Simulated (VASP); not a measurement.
Here is a VASP 6.6.1 calculation.

The input INCAR:

```
SYSTEM = B
  PREC = Accurate
  ENCUT = 520
  EDIFF = 1E-6
  ISMEAR = -1
  SIGMA = 0.05
  LREAL = .FALSE.
  LASPH = .TRUE.
  NELM = 80
  ALGO = Normal
  ISIF = 2
  LWAVE = .FALSE.
  LCHARG = .FALSE.
  GGA = PE
  NBANDS = 8
```

KPOINTS

```
Automatic mesh
0
G
  24 24 24
  0 0 0
```

POSCAR

```
B
1.0
    0.0000000000      1.2086945688      1.2086945688
    1.2086945688      0.0000000000      1.2086945688
    1.2086945688      1.2086945688      0.0000000000
B
1
Direct
    0.0000000000      0.0000000000      0.0000000000
```

Potentials or basis: VASP PAW PBE potentials, release 64 (B).

Run with:

```bash
$ cat potpaw_PBE.64/B/POTCAR > POTCAR
$ mpirun -np 1 vasp_std > vasp.out
```

Problem. What does it give for the pressure?

Solution. 347.0 GPa.
